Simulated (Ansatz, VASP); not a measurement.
One calculation of C, two programs

Contents of INCAR:

```
SYSTEM = C
PREC = Accurate ; ENCUT = 520
EDIFF = 1E-7 ; ISMEAR = -1
SIGMA = 0.05 ; LREAL = .FALSE.
LASPH = .TRUE. ; NELM = 100
ALGO = Normal ; ISIF = 2
LWAVE = .FALSE. ; LCHARG = .TRUE.
GGA = CA ; LELF = .TRUE.
LVHAR = .TRUE. ; NBANDS = 16
```

Contents of KPOINTS:

```
Automatic mesh
0
G
  12 12 12
  0 0 0
```

Contents of POSCAR:

```
C
1.0
    1.2331880975      0.7119814801      8.2826151019
   -1.2331880975      0.7119814801      8.2826151019
    0.0000000000     -1.4239629601      8.2826151019
C
4
Direct
    0.0871730800      0.0871730800      0.0871730800
    0.7538500600      0.7538500600      0.7538500600
    0.2461499400      0.2461499400      0.2461499400
    0.9128269200      0.9128269200      0.9128269200
```

Contents of input.yaml:

```yaml
crystal:
  lattice:
    - [1.2331880975, 0.7119814801, 8.2826151019]
    - [-1.2331880975, 0.7119814801, 8.2826151019]
    - [0.0, -1.4239629601, 8.2826151019]
  atoms:
    - { symbol: C, position: [0.08717308, 0.08717308, 0.08717308] }
    - { symbol: C, position: [0.75385006, 0.75385006, 0.75385006] }
    - { symbol: C, position: [0.24614994, 0.24614994, 0.24614994] }
    - { symbol: C, position: [0.91282692, 0.91282692, 0.91282692] }
kpoints:
  mp_grid: { grid: [12, 12, 12] }
  band_path:
    path:
      - [0.0, 0.0, 0.0]
      - [0.5, 0.0, 0.0]
      - [0.5, 0.1715928569, -0.1715928569]
    npoints: 6
scf:
  occupations: { method: fermi_dirac, width: 0.05 }
hamiltonian:
  xc: lda
  pseudopotentials: { kind: all_electron, lapw: { basis_error: 0.002 } }
output:
  forces: true
  stress: true
  eigenvalues: true
```

Alike in both runs: functional LDA; k mesh 12 × 12 × 12; occupations fermi-dirac, width 0.05 eV; no spin polarisation.

```csv
,VASP,Ansatz
version,VASP 6.6.1,Ansatz 0.2.0
potentials or method,"VASP PAW LDA potentials, release 64 (C), cutoff 520 eV","all-electron LAPW, scalar-relativistic"
task,single point,band structure
```

VASP gave:

| Item | Value |
| --- | --- |
| gap on the k mesh at the Fermi level (eV) | 0.19 |
| least direct gap on the mesh (eV) | 0.19 |
| pressure (GPa) | -5.5 |
| traceless stress, the component that is largest in VASP (GPa) | 4.45 |
| rms of the force components (eV/Å) | 0.004 |

**Question.** Which values does Ansatz return?

**Answer.** gap on the k mesh at the Fermi level (eV): 0.19; least direct gap on the mesh (eV): 0.19; pressure (GPa): -6.1; traceless stress, the component that is largest in VASP (GPa): 5.16; rms of the force components (eV/Å): 0.004.

LDA's correlation is that of Perdew and Zunger in VASP and of Perdew and Wang (1992) in Ansatz. Atom by atom the forces differ by 0.000 eV/Å (rms over components). Ansatz ran all-electron here, and VASP with PAW potentials.
